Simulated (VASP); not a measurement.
The system is AlGa2As3.

```
Al Ga As
1.0
     4.01253    0.00000    0.00000
     0.00000    4.01253    0.00000
     0.00000    0.00000    7.50880
Al Ga As
1 2 3
Direct
  0.00000 0.00000 0.50000
  0.50000 0.00000 0.00000
  0.00000 0.50000 0.00000
  0.00000 0.00000 0.22910
  0.00000 0.00000 0.77090
  0.50000 0.50000 0.00000
```

The cell was built from a structure type or drawn by symmetry, and may not be a known phase.

| Item | Value |
| --- | --- |
| Program | VASP 6.6.1 |
| Task | relaxation of cell and atoms |
| Functional | PBE |
| Potentials or basis | VASP PAW PBE potentials, release 64 (Al, Ga_d, As) |
| Cutoff | 600 eV |
| k mesh | 4 × 4 × 2 |
| Occupations | gaussian, width 0.1 eV |
| Spin | no spin polarisation |

At the start: pressure 50.4 GPa; volume 20.15 Å³/atom.

Q: Where does the relaxation end?

A: Over 11 steps the energy falls by 1500.5 meV/atom and the volume is 32.44 Å³/atom (+61.0 %); space group P4/mmm (No. 123, to 0.1 Å) before and after.

The path:
| step | energy change (eV) | largest force (eV/Å) | pressure (GPa) | volume (Å³) |
| --- | --- | --- | --- | --- |
| 1 | 0.0000 | 3.3121 | 50.42 | 120.89 |
| 2 | -7.1514 | 0.2733 | -5.07 | 267.91 |
| 3 | -8.4606 | 0.5043 | -0.24 | 195.81 |
| 4 | -8.4646 | 0.3624 | -1.46 | 203.68 |
| 5 | -8.4706 | 0.4112 | -1.06 | 200.83 |
| 6 | -8.8251 | 1.1777 | -0.24 | 197.38 |
| 7 | -8.8369 | 1.3879 | 0.04 | 196.61 |
| 8 | -8.9695 | 0.6253 | -0.19 | 195.83 |
| 9 | -9.0023 | 0.0012 | -0.09 | 195.14 |
| 10 | -9.0024 | 0.0367 | -0.09 | 195.18 |
| 11 | -9.0032 | 0.0041 | -0.06 | 194.61 |

Final structure:
```yaml
crystal:
  lattice:
    - [5.03237, 0.00000, 0.00000]
    - [0.00000, 5.03237, 0.00000]
    - [0.00000, 0.00000, 7.68478]
  atoms:
    - { symbol: Al, position: [0.00000, 0.00000, 0.50000] }
    - { symbol: Ga, position: [0.50000, 0.00000, 0.00000] }
    - { symbol: Ga, position: [0.00000, 0.50000, 0.00000] }
    - { symbol: As, position: [0.00000, 0.00000, 0.19549] }
    - { symbol: As, position: [0.00000, 0.00000, 0.80451] }
    - { symbol: As, position: [0.50000, 0.50000, 0.00000] }
```

Caveat: the k points lie up to 0.41 Å⁻¹ apart in the final cell, too coarse for converged energies and pressures of a metal; the volume moved by over 15 % at a fixed basis, so the end points are rough.
